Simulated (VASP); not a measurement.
# Sc (P6_3/mmc) in VASP: relaxation of cell and atoms with PBE

Aim: the relaxation of cell and atoms of Sc with PBE.

Program: VASP 6.6.1. These are calculated values, not measurements. Logs are shortened: lines on timing, memory, paths and dates and some standing lists are left out, and cuts for length are marked.

### 1 The cell of the first run

The structure is hexagonal, space group P6_3/mmc (No. 194). Conventional cell: a = 3.151 Å, b = 3.151 Å, c = 5.105 Å, α = 90.00°, β = 90.00°, γ = 120.00°. Sc (site symmetry -6m2) has 12 Sc at 3.13 to 3.15 Å within 4.1 Å.

### 2 Relaxation of cell and atoms, PBE, target pressure 7.2 GPa, at which the enthalpy is minimised

File INCAR:

```
SYSTEM = Sc
PREC = Accurate ; ENCUT = 600
EDIFF = 1E-7 ; ISMEAR = -1
SIGMA = 0.05 ; LREAL = .False.
LASPH = .True. ; NELM = 60
ALGO = Normal ; ISIF = 3
LWAVE = .False. ; LCHARG = .False.
GGA = PE ; IBRION = 2
NSW = 60 ; EDIFFG = -0.005
PSTRESS = 72.0
```

File KPOINTS:

```
regular mesh
0
Gamma
  14 14 8
  0 0 0
```

File POSCAR:

```
Sc
1.0
    3.1512778073      0.0000000000      0.0000000000
   -1.5756389036      2.7290866355      0.0000000000
    0.0000000000      0.0000000000      5.1050700478
Sc
2
Direct
    0.3333333333      0.6666666667      0.2500000000
    0.6666666667      0.3333333333      0.7500000000
```

Potentials or basis: VASP PAW PBE potentials, release 64 (Sc_sv).

The run is started by

```
$ cat potpaw_PBE.64/Sc_sv/POTCAR > POTCAR
$ mpirun -np 1 vasp_std > vasp.out
```

OUTCAR:

```text
SYSTEM = Sc
   PREC = Accurate
   ENCUT = 600
   EDIFF = 1E-7
   ISMEAR = -1
   LREAL = .False.
   LASPH = .True.
   NELM = 60
   ISIF = 3
   GGA = PE
   IBRION = 2
   NSW = 60
   EDIFFG = -0.005
   PSTRESS = 72.0

 ion  position               nearest neighbor table
   1  0.333  0.667  0.250-   2 3.13   2 3.13   2 3.13   2 3.13   2 3.13   2 3.13
   2  0.667  0.333  0.750-   1 3.13   1 3.13   1 3.13   1 3.13   1 3.13   1 3.13

  LATTYP: Found a hexagonal cell.
 ALAT       =     3.1512778073
 C/A-ratio  =     1.6200000000

  Lattice vectors:

 A1 = (   3.1512778073,   0.0000000000,   0.0000000000)
 A2 = (  -1.5756389036,   2.7290866355,   0.0000000000)
 A3 = (   0.0000000000,   0.0000000000,   5.1050700478)

Analysis of symmetry for initial positions (statically):
=====================================================================
 Subroutine PRICEL returns:
 Original cell was already a primitive cell.

 Routine SETGRP: Setting up the symmetry group for a
 hexagonal supercell.

 Subroutine GETGRP returns: Found 24 space group operations
 (whereof 12 operations were pure point group operations)
 out of a pool of 24 trial point group operations.

The static configuration has the point symmetry D_3d.
 The point group associated with its full space group is D_6h.

Analysis of symmetry for dynamics (positions and initial velocities):
=====================================================================
 Subroutine PRICEL returns:
 Original cell was already a primitive cell.

 Routine SETGRP: Setting up the symmetry group for a
 hexagonal supercell.

 Subroutine GETGRP returns: Found 24 space group operations
 (whereof 12 operations were pure point group operations)
 out of a pool of 24 trial point group operations.

The dynamic configuration has the point symmetry D_3d.
 The point group associated with its full space group is D_6h.

 Subroutine INISYM returns: Found 24 space group operations
 (whereof 12 operations are pure point group operations),
 and found     1 'primitive' translations

----------------------------------------------------------------------------------------

                                     Primitive cell

  volume of cell :      43.9042

  direct lattice vectors                    reciprocal lattice vectors
     3.151277807  0.000000000  0.000000000     0.317331591  0.183211479  0.000000000
    -1.575638904  2.729086635  0.000000000     0.000000000  0.366422959  0.000000000
     0.000000000  0.000000000  5.105070048     0.000000000  0.000000000  0.195883698

  length of vectors
     3.151277807  3.151277807  5.105070048     0.366422959  0.366422959  0.195883698

  position of ions in fractional coordinates (direct lattice)
     0.333333333  0.666666667  0.250000000
     0.666666667  0.333333333  0.750000000

  ion indices of the primitive-cell ions
   primitive index   ion index
                 1           1
                 2           2

----------------------------------------------------------------------------------------

 KPOINTS: regular mesh

Automatic generation of k-mesh.
 Grid dimensions read from file:
 generate k-points for:   14   14    8

 Generating k-lattice:

  Cartesian coordinates                     Fractional coordinates (reciprocal lattice)
     0.022666542  0.013086534  0.000000000     0.071428571  0.000000000  0.000000000
     0.000000000  0.026173068  0.000000000     0.000000000  0.071428571  0.000000000
     0.000000000  0.000000000  0.024485462     0.000000000  0.000000000  0.125000000

  Length of vectors
     0.026173068  0.026173068  0.024485462

  Shift w.r.t. Gamma in fractional coordinates (k-lattice)
     0.000000000  0.000000000  0.000000000

 Subroutine IBZKPT returns following result:
 ===========================================

 Found    120 irreducible k-points:

 Following reciprocal coordinates:
            Coordinates               Weight
  0.000000  0.000000  0.000000      1.000000
  0.071429  0.000000  0.000000      6.000000
  0.142857  0.000000  0.000000      6.000000
  0.214286  0.000000  0.000000      6.000000
  0.285714  0.000000  0.000000      6.000000
  0.357143  0.000000  0.000000      6.000000
[... 16 lines left out ...]
  0.285714  0.285714  0.000000      6.000000
  0.357143  0.285714  0.000000      6.000000
 [... further k-points ...]
   k-points           NKPTS =    120   k-points in BZ     NKDIM =    120   number of bands    NBANDS=     15
   number of dos      NEDOS =    301   number of ions     NIONS =      2
   total plane-waves  NPLWV =  32928
   dimension x,y,z NGX =    28 NGY =   28 NGZ =   42
   dimension x,y,z NGXF=    56 NGYF=   56 NGZF=   84
   ions per type =               2
   NGX,Y,Z   is equivalent  to a cutoff of  14.77, 14.77, 13.68 a.u.
   NGXF,Y,Z  is equivalent  to a cutoff of  29.54, 29.54, 27.35 a.u.
 SYSTEM =  Sc
   PREC   = accura    normal or accurate (medium, high low for compatibility)
   ISTART =      0    job   : 0-new  1-cont  2-samecut
   ICHARG =      2    charge: 1-file 2-atom 10-const
   ISPIN  =      1    spin polarized calculation?
   LNONCOLLINEAR =      F non collinear calculations
   LSORBIT =      F    spin-orbit coupling
   LASPH  =      T    aspherical Exc in radial PAW
   ENCUT  =  600.0 eV  44.10 Ry    6.64 a.u.   6.29  6.29 10.20*2*pi/ulx,y,z
   NELM   =     60;   NELMIN=  2; NELMDL= -5     # of ELM steps
   EDIFF  = 0.1E-06   stopping-criterion for ELM
   LREAL  =      F    real-space projection
   EDIFFG = -.5E-02   stopping-criterion for IOM
   NSW    =     60    number of steps for IOM
   IBRION =      2    ionic relax: 0-MD 1-quasi-New 2-CG
   NFREE  =      1    steps in history (QN), initial steepest desc. (CG)
   ISIF   =      3    stress and relaxation
   ISYM   =      2    0-nonsym 1-usesym 2-fastsym
   POTIM  = 0.5000    time-step for ionic-motion
   TEBEG  =    0.0;   TEEND  =   0.0 temperature during run
   PSTRESS=   72.0 pullay stress
   NELECT =      22.0000    total number of electrons
   NUPDOWN=      -1.0000    fix difference up-down
   EMIN   =  10.00;   EMAX   =-10.00  energy-range for DOS
   EFERMI =   0.00;   METHOD = LEGACY
   ISMEAR =    -1;   SIGMA  =   0.05  broadening in eV -4-tet -1-fermi 0-gaus
   EFERMI_NEDOS =   21; number of points for ismear=-14 and -15
   IALGO  =     38    algorithm
   IMIX   =      4    mixing-type and parameters
     AMIX     =   0.40;   BMIX     =  1.00
     AMIX_MAG =   1.60;   BMIX_MAG =  1.00
  volume/ion in A,a.u.               =      21.95       148.14
  Fermi-wavevector in a.u.,A,eV,Ry     =   1.300311  2.457231 23.004840  1.690808
  Thomas-Fermi vector in A             =   2.431518
   LORBIT       =      0    0 simple, 1 ext, 2 COOP (PROOUT), +10 PAW based schemes
   GGA     = PE    functional components
   LHFCALC =     F    Hartree Fock is set to
   AEXX    =    0.0000 exact exchange contribution
   IVDW    =     0    specifies the selected vdW correction
   LEPSILON=     F    determine dielectric tensor
   LRPA    =     F    only Hartree local field effects (RPA)
 conjugate gradient relaxation of ions
 non-spin polarized calculation
  energy-cutoff  :      600.00
  volume of cell :       43.90
 maximum number of plane-waves:      1484
 NGX is ok and might be reduce to    28
   NGX = 13   NGY = 13   NGZ = 21

--------------------------------------- Ionic step        1  -------------------------------------------

 number of electron      21.9999997 magnetization

 Free energy of the ion-electron system (eV)
  ---------------------------------------------------
  ext. energy  EPLUGINS =         0.00000000
  ---------------------------------------------------
  free energy    TOTEN  =       -12.37763065 eV

  energy without entropy =      -12.34571482  energy(sigma->0) =      -12.36167274

------------------------ aborting loop because EDIFF is reached ----------------------------------------

  FORCE on cell =-STRESS in cart. coord.  units (eV):
  Direction    XX          YY          ZZ          XY          YZ          ZX
  --------------------------------------------------------------------------------------
  -------------------------------------------------------------------------------------
  Total        2.5075244      2.5075244      1.4358422      0.0000000      0.0000000      0.0000000
  in kB       91.5060962     91.5060962     52.3976203      0.0000000      0.0000000      0.0000000
  external PRESSURE =       6.4699376 kB  Pullay stress =      72.0000000 kB

 VOLUME and BASIS-vectors are now :
 -----------------------------------------------------------------------------
  energy-cutoff  :      600.00
  volume of cell :       43.90
      direct lattice vectors                 reciprocal lattice vectors
     3.151277807  0.000000000  0.000000000     0.317331591  0.183211479  0.000000000
    -1.575638904  2.729086635  0.000000000     0.000000000  0.366422959  0.000000000
     0.000000000  0.000000000  5.105070048     0.000000000  0.000000000  0.195883698
[... 122 lines left out ...]
  FREE ENERGIE OF THE ION-ELECTRON SYSTEM (eV)
  ---------------------------------------------------
  free  energy   TOTEN  =       -12.3985868513 eV

  energy  without entropy=      -12.3701585374  energy(sigma->0) =      -12.38437269

  enthalpy is  TOTEN    =       -10.4213841168 eV   P V=        1.9772027346

--------------------------------------- Ionic step        5  -------------------------------------------

 number of electron      22.0000003 magnetization

 Free energy of the ion-electron system (eV)
  ---------------------------------------------------
  ext. energy  EPLUGINS =         0.00000000
  ---------------------------------------------------
  free energy    TOTEN  =       -12.40758977 eV

  energy without entropy =      -12.37883352  energy(sigma->0) =      -12.39321164

 E-fermi :   4.3429     XC(G=0): -10.3245

 val. band max:        4.3345772839   @ k =   0.2143   0.0000   0.1250
 cond. band min:       4.3434573773   @ k =   0.3571   0.2857   0.5000
 fundamental gap:      0.0088800933
 Fermi energy:         4.3428803490

 k-point     1 :       0.0000    0.0000    0.0000
  band No.  band energies     occupation
      1     -44.7957      2.00000
      2     -44.6808      2.00000
      3     -23.7379      2.00000
      4     -23.2402      2.00000
      5     -23.2402      2.00000
      6     -23.1442      2.00000
      7     -23.1442      2.00000
      8     -23.1063      2.00000
      9      -0.9712      2.00000
     10       2.5626      2.00000
     11       5.2848      0.00000
     12       6.0602      0.00000
     13       6.0602      0.00000
     14       6.4047      0.00000
     15       6.5959      0.00000
[... 397 lines left out ...]
 k-point    24 :       0.3571    0.2857    0.0000
  band No.  band energies     occupation
      1     -44.6865      2.00000
      2     -44.6772      2.00000
      3     -23.5559      2.00000
      4     -23.4512      2.00000
      5     -23.4492      2.00000
      6     -23.3899      2.00000
      7     -23.3392      2.00000
      8     -23.3291      2.00000
      9       3.4677      2.00000
     10       3.6625      2.00000
     11       3.6716      2.00000
     12       3.7366      1.99999
     13       5.4480      0.00000
     14       5.5355      0.00000
     15       6.6976      0.00000

 [... further k-points ...]
[... 5 lines left out ...]
  --------------------------------------------------------------------------------------
  -------------------------------------------------------------------------------------
  Total        1.9765969      1.9765969      1.9866389      0.0000000      0.0000000      0.0000000
  in kB       71.6616857     71.6616857     72.0257622      0.0000000      0.0000000      0.0000000
  external PRESSURE =      -0.2169554 kB  Pullay stress =      72.0000000 kB

 VOLUME and BASIS-vectors are now :
 -----------------------------------------------------------------------------
  energy-cutoff  :      600.00
  volume of cell :       44.19
      direct lattice vectors                 reciprocal lattice vectors
     3.206092935  0.000000000  0.000000000     0.311906118  0.180079081 -0.000000000
    -1.603046468  2.776557929  0.000000000    -0.000000000  0.360158162 -0.000000000
     0.000000000  0.000000000  4.964309128    -0.000000000 -0.000000000  0.201437899

 POSITION                                       TOTAL-FORCE (eV/Angst)
 -----------------------------------------------------------------------------------
     -0.00000      1.85104      1.24108        -0.000000     -0.000000      0.000000
      1.60305      0.92552      3.72323         0.000000      0.000000      0.000000
 -----------------------------------------------------------------------------------
    total drift:                               -0.000000      0.000000     -0.000000

  FREE ENERGIE OF THE ION-ELECTRON SYSTEM (eV)
  ---------------------------------------------------
  free  energy   TOTEN  =       -12.4075897694 eV

  energy  without entropy=      -12.3788335167  energy(sigma->0) =      -12.39321164

  enthalpy is  TOTEN    =       -10.4216614117 eV   P V=        1.9859283578

 reached required accuracy - stopping structural energy minimisation
```

Run time: 7.4 min. Hardware: 1 thread of Oxide Virtual Turin-like, shared host; peak memory 0.21 GiB.

Results:

- Free energy: -12.4076 eV
- Relaxed volume: 22.10 Å³/atom
- Relaxed cell: a = 3.206 Å, b = 3.206 Å, c = 4.964 Å, α = 90.00°, β = 90.00°, γ = 120.00°
- Space group after relaxing (to 0.05 Å): P6_3/mmc (No. 194)
- Energy change on relaxing (the enthalpy is what falls): -15.0 meV/atom
- Ionic steps: 5
- Pressure after relaxing: 7.2 GPa
- Band gap on the k mesh: zero (band 11 reaches 5.42 eV, above the bottom of band 12 at 3.74 eV)

The path:
| step | energy change (eV) | largest force (eV/Å) | pressure (GPa) | volume (Å³) |
| --- | --- | --- | --- | --- |
| 1 | 0.0000 | 0.0000 | 7.85 | 43.90 |
| 2 | -0.0387 | 0.0000 | 6.78 | 44.46 |
| 3 | -0.0509 | 0.0000 | 6.34 | 44.70 |
| 4 | -0.0210 | 0.0000 | 7.51 | 44.00 |
| 5 | -0.0300 | 0.0000 | 7.18 | 44.19 |

Final structure:
```cif
data_structure
_symmetry_space_group_name_H-M 'P 1'
_symmetry_Int_Tables_number 1
_cell_length_a 3.2061
_cell_length_b 3.2061
_cell_length_c 4.9643
_cell_angle_alpha 90.000
_cell_angle_beta 90.000
_cell_angle_gamma 120.000
_cell_volume 44.19
loop_
_atom_site_label
_atom_site_type_symbol
_atom_site_fract_x
_atom_site_fract_y
_atom_site_fract_z
_atom_site_occupancy
Sc1 Sc 0.33333 0.66667 0.25000 1
Sc2 Sc 0.66667 0.33333 0.75000 1
```

Levels at points of the mesh, in eV from the Fermi level:
```csv
k point,band 8,band 9,band 10,band 11,band 12,band 13,band 14,band 15
"(0.00, 0.00, 0.00)",-27.45,-5.31,-1.78,0.94,1.72,1.72,2.06,2.25
"(0.50, 0.00, 0.00)",-27.54,-1.66,-1.21,-0.82,-0.28,1.41,1.49,2.11
"(0.00, 0.00, 0.50)",-27.54,-3.62,-3.62,1.07,1.07,1.61,1.61,1.61
"(0.50, 0.00, 0.50)",-27.60,-1.63,-1.63,0.10,0.10,1.52,1.52,2.61
```

Caveat: the cell is relaxed towards a set pressure, so the enthalpy falls and the energy may rise.
